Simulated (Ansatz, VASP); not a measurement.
**One calculation of SrO, two programs**

File INCAR:

```
SYSTEM = SrO
ALGO = Normal
EDIFF = 1E-6
ENCUT = 520
GGA = PE
ISIF = 2
ISMEAR = -1
LASPH = .TRUE.
LCHARG = .FALSE.
LREAL = .FALSE.
LWAVE = .FALSE.
NBANDS = 24
NELM = 100
PREC = Accurate
SIGMA = 0.02
```

Contents of KPOINTS:

```
k-points
0
G
  12 12 4
  0 0 0
```

The input POSCAR:

```
SrO
1.0
    3.5632380098      0.0000000000      0.0000000000
   -1.7816190049      3.0858546362      0.0000000000
    0.0000000000      0.0000000000      6.2551048084
Sr O
2 2
Direct
    0.0000000000      0.0000000000      0.0000000000
    0.0000000000      0.0000000000      0.5000000000
    0.3333333333      0.6666666667      0.2500000000
    0.6666666667      0.3333333333      0.7500000000
```

Input for Ansatz:

```yaml
crystal:
  lattice:
    - [3.5632380098, 0.0, 0.0]
    - [-1.7816190049, 3.0858546362, 0.0]
    - [0.0, 0.0, 6.2551048084]
  atoms:
    - { symbol: Sr, position: [0.0, 0.0, 0.0] }
    - { symbol: Sr, position: [0.0, 0.0, 0.5] }
    - { symbol: O, position: [0.3333333333, 0.6666666667, 0.25] }
    - { symbol: O, position: [0.6666666667, 0.3333333333, 0.75] }
kpoints:
  mp_grid: { grid: [12, 12, 4] }
  band_path:
    path:
      - [[0.0, 0.0, 0.0], [0.5, -2.734379517589e-17, 5.071901484106e-19], [0.3333333333333, 0.3333333333333, 3.381267656039e-19], [0.0, 0.0, 0.0], [1.441773298511e-35, -5.5838747655e-37, 0.5], [0.5, -2.738491673819e-17, 0.5], [0.3333333333333, 0.3333333333333, 0.5], [1.441773298511e-35, -5.5838747655e-37, 0.5]]
      - [[0.5, -2.738491673819e-17, 0.5], [0.5, -2.734379517589e-17, 5.071901484106e-19]]
      - [[0.3333333333333, 0.3333333333333, 0.5], [0.3333333333333, 0.3333333333333, 3.381267656039e-19]]
    npoints: 10
hamiltonian:
  xc: pbe
scf:
  occupations: { method: fermi_dirac, width: 0.02 }
  n_extra_bands: 5
output:
  forces: true
  stress: true
  eigenvalues: true
```

Alike in both runs: task single point; functional PBE; k mesh 12 × 12 × 4; occupations fermi-dirac, width 0.02 eV; no spin polarisation.

|  | VASP | Ansatz |
| --- | --- | --- |
| version | VASP 6.6.1 | Ansatz 0.2.0 |
| potentials or method | VASP PAW PBE potentials, release 64 (Sr_sv, O) | plane waves, PAW |
| plane-wave cutoff (eV) | 520 | 420 |
| valence electrons in the cell | 32 | 32 |

Ansatz gave:

* gap on the k mesh at the Fermi level (eV): 3.44
* pressure (GPa): 2.0
* traceless stress, the component that is largest in VASP (GPa): 0.31

Question: Estimate VASP's values.

Answer: gap on the k mesh at the Fermi level (eV): 3.40; pressure (GPa): 2.6; traceless stress, the component that is largest in VASP (GPa): 0.43.
